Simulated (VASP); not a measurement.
**Pt: relaxation of the atoms with PBE**

The system is Pt, a slab with vacuum.

```
Pt
1.0
     2.80716    0.00000    0.00000
     0.00000    2.80716    0.00000
     0.00000    0.00000   17.96993
Pt
3
Direct
  0.50000 0.50000 0.38954
  0.00000 0.00000 0.50000
  0.50000 0.50000 0.61046
```

```yaml
Program: VASP 6.6.1
Task: relaxation of the atoms
Functional: PBE
Potentials_or_basis: VASP PAW PBE potentials, release 64 (Pt)
Cutoff: 520 eV
k_mesh: 10 × 10 × 1
Occupations: gaussian, width 0.1 eV
Spin: no spin polarisation
Dipole_correction: yes
Atoms_held_fixed_from_0: "[0]"
Further_INCAR_settings: ALGO = Normal; EDIFF = 1e-06; IBRION = 2; EDIFFG = -0.03; NSW = 70
```

```yaml
Energy_gained_by_relaxing: 7.6 meV/atom
Ionic_steps: 7
Band_gap_on_the_k_mesh: zero (bands 15 and 16 overlap by 1.18 eV)
```

The path:
| step | energy change (eV) | largest force on free atoms (eV/Å) | pressure (GPa) |
| --- | --- | --- | --- |
| 1 | 0.0000 | 0.3664 | -4.08 |
| 2 | -0.0056 | 0.2637 | -3.86 |
| 3 | -0.0111 | 0.3159 | -3.40 |
| 4 | -0.0162 | 0.2103 | -3.23 |
| 5 | -0.0218 | 0.0904 | -2.82 |
| 6 | -0.0220 | 0.0967 | -2.73 |
| 7 | -0.0227 | 0.0197 | -2.50 |

Final structure:
```yaml
crystal:
  lattice:
    - [2.80716, 0.00000, 0.00000]
    - [0.00000, 2.80716, 0.00000]
    - [0.00000, 0.00000, 17.96993]
  atoms:
    - { symbol: Pt, position: [0.50000, 0.50000, 0.38954] }
    - { symbol: Pt, position: [0.00000, 0.00000, 0.49658] }
    - { symbol: Pt, position: [0.50000, 0.50000, 0.60379] }
```

Levels at points of the mesh, in eV from the Fermi level:
```csv
k point,band 12,band 13,band 14,band 15,band 16,band 17,band 18,band 19
"(0.00, 0.00, 0.00)",-1.28,-1.28,-0.38,-0.16,0.08,0.14,0.14,2.13
"(0.50, 0.00, 0.00)",-0.95,-0.41,-0.29,0.04,0.79,1.73,1.75,3.99
"(0.50, 0.50, 0.00)",-0.16,0.34,0.83,0.84,3.63,3.63,7.38,7.38
```

Run time: 3 min on 1 × NVIDIA H100 80GB with 1 thread of AMD EPYC 7R13 Processor (Zen 3), with other jobs on the host, peak memory 1.3 GiB.

Caveat: spin-orbit coupling is left out, which moves the levels of the heavy elements.
